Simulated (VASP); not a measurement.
# SnO2 (P2/c) in VASP: single point with PBE+D3(BJ)

Aim: the single point of SnO2 with PBE+D3(BJ).

All numbers are computed with VASP 6.6.1; they aren't measurements. Logs are shortened: lines on timing, memory, paths and dates and some standing lists are left out, and cuts for length are marked.

### Step 1. The cell of the first run

The structure is monoclinic, space group P2/c (No. 13). Conventional cell: a = 4.681 Å, b = 3.237 Å, c = 5.607 Å, α = 90.00°, β = 113.53°, γ = 90.00°. Within 2.8 Å of Sn (site symmetry 2) lie 6 O at 2.10 to 2.13 Å. O (site symmetry 1) has 3 Sn at 2.10 to 2.13 Å and 3 O at 2.71 to 2.74 Å within 2.8 Å.

### Step 2. Single point, PBE+D3(BJ) (atoms displaced along a vibrational mode)

INCAR reads:

```
SYSTEM = SnO2
  PREC = Accurate
  ENCUT = 520
  EDIFF = 1E-7
  ISMEAR = 0
  SIGMA = 0.05
  LREAL = .FALSE.
  LASPH = .TRUE.
  NELM = 60
  ALGO = Normal
  ISIF = 2
  LWAVE = .FALSE.
  LCHARG = .FALSE.
  GGA = PE
  IVDW = 12
  NBANDS = 35
```

KPOINTS reads:

```
Automatic mesh
0
G
  8 6 6
  0 0 0
```

POSCAR reads:

```
SnO2
1.0
    1.6186264610     -2.8035432689      0.0000000000
    1.6186264610      0.9345144230      4.2918257460
   -4.8558793830     -2.8035432689      0.0000000000
Sn O
2 4
Direct
    0.5084021856      0.5000000000      0.0000000000
   -0.0084021856      0.5000000000      0.5000000000
    0.4960150187      0.7308000579      0.7436000193
    1.0039849813      0.7308000579      0.2436000193
    0.4960150187      0.2691999421      0.2563999807
    1.0039849813      0.2691999421      0.7563999807
```

Potentials or basis: VASP PAW PBE potentials, release 64 (Sn_d, O).

Run with:

```sh
cat potpaw_PBE.64/Sn_d/POTCAR potpaw_PBE.64/O/POTCAR > POTCAR
mpirun -np 1 vasp_std > vasp.out
```

OUTCAR:

```text
SYSTEM = SnO2
   PREC = Accurate
   ENCUT = 520
   EDIFF = 1E-7
   ISMEAR = 0
   LREAL = .FALSE.
   LASPH = .TRUE.
   NELM = 60
   ISIF = 2
   GGA = PE
   IVDW = 12
 IVDW          = 12

 ion  position               nearest neighbor table
   1  0.508  0.500  0.000-   4 2.10   6 2.10   3 2.12   5 2.12   6 2.13   4 2.13   2 3.21   2 3.21
                             2 3.26   2 3.26
   2  0.992  0.500  0.500-   5 2.10   3 2.10   6 2.12   4 2.12   3 2.13   5 2.13   1 3.21   1 3.21
                             1 3.26   1 3.26
   3  0.496  0.731  0.744-   2 2.10   1 2.12   2 2.13
   4  0.004  0.731  0.244-   1 2.10   2 2.12   1 2.13
   5  0.496  0.269  0.256-   2 2.10   1 2.12   2 2.13
   6  0.004  0.269  0.756-   1 2.10   2 2.12   1 2.13

  LATTYP: Found a simple monoclinic cell.
 ALAT       =     4.6811363002
 B/A-ratio  =     0.6915528014
 C/A-ratio  =     1.1978045881
 COS(beta)  =    -0.3992681960

  Lattice vectors:

 A1 = (   1.6186264610,   0.9345144230,   4.2918257460)
 A2 = (  -1.6186264610,   2.8035432689,   0.0000000000)
 A3 = (  -4.8558793830,  -2.8035432689,   0.0000000000)

Analysis of symmetry for initial positions (statically):
=====================================================================
 Subroutine PRICEL returns:
 Original cell was already a primitive cell.

 Routine SETGRP: Setting up the symmetry group for a
 simple monoclinic supercell.

 Subroutine GETGRP returns: Found  4 space group operations
 (whereof  2 operations were pure point group operations)
 out of a pool of  4 trial point group operations.

The static configuration has the point symmetry C_2 .
 The point group associated with its full space group is C_2h.

Analysis of symmetry for dynamics (positions and initial velocities):
=====================================================================
 Subroutine PRICEL returns:
 Original cell was already a primitive cell.

 Routine SETGRP: Setting up the symmetry group for a
 simple monoclinic supercell.

 Subroutine GETGRP returns: Found  4 space group operations
 (whereof  2 operations were pure point group operations)
 out of a pool of  4 trial point group operations.

The dynamic configuration has the point symmetry C_2 .
 The point group associated with its full space group is C_2h.

 Subroutine INISYM returns: Found  4 space group operations
 (whereof  2 operations are pure point group operations),
 and found     1 'primitive' translations

[... 106 lines left out ...]
   IBRION =     -1    ionic relax: 0-MD 1-quasi-New 2-CG
   NFREE  =      0    steps in history (QN), initial steepest desc. (CG)
   ISIF   =      2    stress and relaxation
   ISYM   =      2    0-nonsym 1-usesym 2-fastsym
   POTIM  = 0.5000    time-step for ionic-motion
   TEBEG  =    0.0;   TEEND  =   0.0 temperature during run
   PSTRESS=    0.0 pullay stress
   NELECT =      52.0000    total number of electrons
   NUPDOWN=      -1.0000    fix difference up-down
   EMIN   =  10.00;   EMAX   =-10.00  energy-range for DOS
   EFERMI =   0.00;   METHOD = LEGACY
   ISMEAR =     0;   SIGMA  =   0.05  broadening in eV -4-tet -1-fermi 0-gaus
   EFERMI_NEDOS =   21; number of points for ismear=-14 and -15
   IALGO  =     38    algorithm
   IMIX   =      4    mixing-type and parameters
     AMIX     =   0.40;   BMIX     =  1.00
     AMIX_MAG =   1.60;   BMIX_MAG =  1.00
  volume/ion in A,a.u.               =      12.98        87.62
  Fermi-wavevector in a.u.,A,eV,Ry     =   1.430729  2.703685 27.850916  2.046985
  Thomas-Fermi vector in A             =   2.550542
   LORBIT       =      0    0 simple, 1 ext, 2 COOP (PROOUT), +10 PAW based schemes
   GGA     = PE    functional components
   LHFCALC =     F    Hartree Fock is set to
   AEXX    =    0.0000 exact exchange contribution
   IVDW    =    12    specifies the selected vdW correction
   LEPSILON=     F    determine dielectric tensor
   LRPA    =     F    only Hartree local field effects (RPA)
 non-spin polarized calculation
 Gauss-broadening in eV      SIGMA  =   0.05
  energy-cutoff  :      520.00
  volume of cell :       77.90
 maximum number of plane-waves:      2118
   NGX = 13   NGY = 17   NGZ = 21

 number of electron      51.9999987 magnetization

 Free energy of the ion-electron system (eV)
  ---------------------------------------------------
  ext. energy  EPLUGINS =         0.00000000
  ---------------------------------------------------
  free energy    TOTEN  =       -36.32161499 eV

  energy without entropy =      -36.32161499  energy(sigma->0) =      -36.32161499

 E-fermi :   5.0960     XC(G=0): -10.7307

 val. band max:        4.8718893217   @ k =   0.0000   0.0000   0.0000
 cond. band min:       6.4213294184   @ k =   0.0000   0.0000   0.0000
 fundamental gap:      1.5494400967
 Fermi energy:         5.0959679893

 k-point     1 :       0.0000    0.0000    0.0000
  band No.  band energies     occupation
      1     -15.9423      2.00000
      2     -15.3892      2.00000
      3     -15.1464      2.00000
      4     -15.1463      2.00000
      5     -15.1081      2.00000
      6     -15.0607      2.00000
[... 901 lines left out ...]
     34      16.7471      0.00000
     35      17.1605      0.00000

 [... further k-points ...]

------------------------ aborting loop because EDIFF is reached ----------------------------------------

 Edisp (eV)   -1.20608

 E8    (eV) :    -0.4795

  FORCE on cell =-STRESS in cart. coord.  units (eV):
  Direction    XX          YY          ZZ          XY          YZ          ZX
  --------------------------------------------------------------------------------------
  -------------------------------------------------------------------------------------
  Total       0.45889     0.45045     0.12296     0.00731    -0.00884    -0.01530
  in kB       9.43761     9.26406     2.52874     0.15030    -0.18171    -0.31472
  external pressure =        7.08 kB  Pullay stress =        0.00 kB

 VOLUME and BASIS-vectors are now :
 -----------------------------------------------------------------------------
  energy-cutoff  :      520.00
  volume of cell :       77.90
      direct lattice vectors                 reciprocal lattice vectors
     1.618626461 -2.803543269  0.000000000     0.154451942 -0.267518611  0.000000000
     1.618626461  0.934514423  4.291825746     0.000000000  0.000000000  0.233001072
    -4.855879383 -2.803543269  0.000000000    -0.154451942 -0.089172870  0.077667024

 POSITION                                       TOTAL-FORCE (eV/Angst)
 -----------------------------------------------------------------------------------
      1.63223     -0.95807      2.14591        -0.157669      0.273091      0.000000
     -0.01360     -3.71450      2.14591         0.157669     -0.273091      0.000000
     -1.62508     -2.79237      3.13647         0.003734     -0.015808      0.059286
      0.00645     -0.01117      3.13647        -0.011823      0.011138      0.059286
     -0.00645     -1.85786      1.15536         0.011823     -0.011138     -0.059286
     -3.23080     -1.88020      1.15536        -0.003734      0.015808     -0.059286
 -----------------------------------------------------------------------------------
    total drift:                                0.000000      0.000000      0.000000

  FREE ENERGIE OF THE ION-ELECTRON SYSTEM (eV)
  ---------------------------------------------------
  free  energy   TOTEN  =       -37.5276944446 eV

  energy  without entropy=      -37.5276944446  energy(sigma->0) =      -37.52769444
```

OSZICAR:

```text
N       E                     dE             d eps       ncg     rms          rms(c)
DAV:   1     0.642066862838E+03    0.64207E+03   -0.26146E+04  7716   0.229E+03
DAV:   2     0.609932189093E+02   -0.58107E+03   -0.54816E+03  7552   0.608E+02
DAV:   3    -0.370269869903E+02   -0.98020E+02   -0.96188E+02  7693   0.208E+02
DAV:   4    -0.421146665027E+02   -0.50877E+01   -0.50473E+01  8708   0.516E+01
DAV:   5    -0.422382173222E+02   -0.12355E+00   -0.12336E+00  8307   0.862E+00    0.152E+01
DAV:   6    -0.362557721375E+02    0.59824E+01   -0.16982E+01 11125   0.645E+01    0.610E+00
DAV:   7    -0.363564926591E+02   -0.10072E+00   -0.21400E+00  7509   0.834E+00    0.307E+00
DAV:   8    -0.363275288211E+02    0.28964E-01   -0.18905E-01 10372   0.402E+00    0.815E-01
DAV:   9    -0.363203774212E+02    0.71514E-02   -0.34989E-02 10930   0.281E+00    0.127E-01
DAV:  10    -0.363215223973E+02   -0.11450E-02   -0.53344E-03  8524   0.691E-01    0.541E-02
DAV:  11    -0.363216049908E+02   -0.82593E-04   -0.35141E-04 11121   0.203E-01    0.238E-02
DAV:  12    -0.363216170711E+02   -0.12080E-04   -0.38432E-05  8700   0.405E-02    0.147E-02
DAV:  13    -0.363216152106E+02    0.18605E-05   -0.95836E-06 10211   0.353E-02    0.189E-03
DAV:  14    -0.363216148914E+02    0.31920E-06   -0.99311E-07  8739   0.674E-03    0.151E-03
DAV:  15    -0.363216149904E+02   -0.98996E-07   -0.33786E-08  6238   0.224E-03
   1 F= -.37527694E+02 E0= -.37527694E+02  d E =-.274797E-12
```

stdout:

```text
POSCAR found type information on POSCAR SnO
 POSCAR found :  2 types and       6 ions
 scaLAPACK will be used
 LDA part: xc-table for (Slater+PW92), standard interpolation
 POSCAR, INCAR and KPOINTS ok, starting setup
 FFT: planning ... GRIDC
 FFT: planning ... GRID_SOFT
 FFT: planning ... GRID
 WAVECAR not read
 entering main loop
```

It took 5.5 min on 1 thread of Intel Xeon Platinum 8488C (Sapphire Rapids), shared host; peak memory 0.33 GiB.

What came out:

| Item | Value |
| --- | --- |
| Free energy | -37.5277 eV |
| Pressure | 0.7 GPa |
| Largest force | 0.315 eV/Å |
| Band gap on the k mesh | 1.55 eV |
| Dispersion energy per atom | -0.201 eV |

Forces on the atoms (eV/Å):
```
Sn  -0.158  0.273  0.000
Sn   0.158 -0.273  0.000
O    0.004 -0.016  0.059
O   -0.012  0.011  0.059
O    0.012 -0.011 -0.059
O   -0.004  0.016 -0.059
```

Caveat: the cell differs from its parent crystal (atoms displaced along a vibrational mode); spin-orbit coupling is left out, which moves the levels of the heavy elements.
